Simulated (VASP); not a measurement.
Input of a VASP 6.6.1 run:

File INCAR:

```
SYSTEM = TiO2
PREC = Accurate
ENCUT = 520
EDIFF = 1E-6
ISMEAR = -1
SIGMA = 0.08
LREAL = .FALSE.
LASPH = .TRUE.
NELM = 80
ALGO = Normal
ISIF = 2
LWAVE = .FALSE.
LCHARG = .FALSE.
GGA = PE
NBANDS = 33
KPAR = 4
```

The input KPOINTS:

```
regular mesh
0
G
  13 13 13
  0 0 0
```

Contents of POSCAR:

```
TiO2
1.0
   -1.7927575000      1.9354675000      4.7570000000
    1.9354675000     -1.7927575000      4.7570000000
    1.8495325000      1.8495325000     -4.7002250000
Ti O
2 4
Direct
    0.0000000000      0.0000000000      0.0000000000
    0.7500000000      0.2500000000      0.5000000000
    0.2066000000      0.2066000000      0.0000000000
    0.9566000000      0.4566000000      0.5000000000
    0.5434000000      0.0434000000      0.5000000000
    0.7934000000      0.7934000000      0.0000000000
```

Potentials or basis: VASP PAW PBE potentials, release 64 (Ti_sv, O).

The run is started by

```bash
$ cat potpaw_PBE.64/Ti_sv/POTCAR potpaw_PBE.64/O/POTCAR > POTCAR
$ mpirun -np 4 vasp_std > vasp.out
```

Question: What does it give for the pressure?

Answer: 6.8 GPa.

Question: Predict the largest force.

Answer: 0.443 eV/Å.

Forces on the atoms (eV/Å):
```
Ti  -0.104  0.104  0.000
Ti   0.104 -0.104  0.000
O    0.033 -0.261  0.356
O   -0.261  0.033  0.356
O   -0.033  0.261 -0.356
O    0.261 -0.033 -0.356
```

Caveat: the cell differs from its parent crystal (equal xy, yz and zx shear strains of +3 %).
